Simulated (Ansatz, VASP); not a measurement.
**One calculation of PtSe2, two programs**

The input INCAR:

```
SYSTEM = PtSe2
PREC     = Accurate       ! precision mode
ENCUT    = 520            ! plane-wave cutoff, eV
EDIFF    = 1E-7           ! SCF threshold, eV
ISMEAR   = -1             ! smearing method
SIGMA    = 0.3            ! smearing width, eV
LREAL    = .False.        ! projectors in reciprocal space
LASPH    = .True.         ! aspherical terms in the spheres
NELM     = 100            ! most SCF steps
ALGO     = Normal         ! electronic algorithm
ISIF     = 2              ! what is computed and relaxed
LWAVE    = .False.        ! write WAVECAR
LCHARG   = .False.        ! write CHGCAR
GGA      = PE             ! functional
NBANDS   = 18             ! bands
```

KPOINTS

```
regular mesh
0
Gamma
  9 9 6
  0 0 0
```

POSCAR

```
PtSe2
1.0
    3.7240000000      0.0000000000      0.0000000000
   -1.8620000000      3.2250786000      0.0000000000
    0.0000000000      0.0000000000      5.0620000000
Pt Se
1 2
Direct
    0.0000000000      0.0000000000      0.0000000000
    0.3333333333      0.6666666667      0.2500000000
    0.6666666667      0.3333333333      0.7500000000
```

Input for Ansatz:

```yaml
crystal:
  lattice:
    - [3.724, 0.0, 0.0]
    - [-1.862, 3.2250786, 0.0]
    - [0.0, 0.0, 5.062]
  atoms:
    - { symbol: Pt, position: [0.0, 0.0, 0.0] }
    - { symbol: Se, position: [0.3333333333333333, 0.6666666666666666, 0.25] }
    - { symbol: Se, position: [0.6666666666666666, 0.3333333333333333, 0.75] }
basis:
  ecutwfc: 462.593566181796
kpoints:
  mp_grid:
    grid: [9, 9, 6]
hamiltonian:
  xc: pbe
scf:
  occupations:
    method: fermi_dirac
    width: 0.3
output:
  forces: true
  stress: true
```

Alike in both runs: task single point; functional PBE; k mesh 9 × 9 × 6; occupations fermi-dirac, width 0.3 eV; no spin polarisation.

|  | VASP | Ansatz |
| --- | --- | --- |
| version | VASP 6.6.1 | Ansatz 0.2.0 |
| potentials or method | VASP PAW PBE potentials, release 64 (Pt, Se), cutoff 520 eV | plane waves, PAW |
| valence electrons in the cell | 22 | 50 |

|  | VASP | Ansatz | Ansatz less VASP |
| --- | --- | --- | --- |
| pressure (GPa) | 7.7 | 7.7 | 0.00 |
| traceless stress, the component that is largest in VASP (GPa) | -1.57 | -1.56 | +0.008 |
| rms of the force components (eV/Å) | 0.314 | 0.311 | -0.0031 |

Atom by atom the forces differ by 0.003 eV/Å (rms over components). VASP's potentials hold 22 valence electrons a cell and Ansatz's 50, so a difference there can come from the potentials and not from the codes.

Spin-orbit coupling is off throughout.
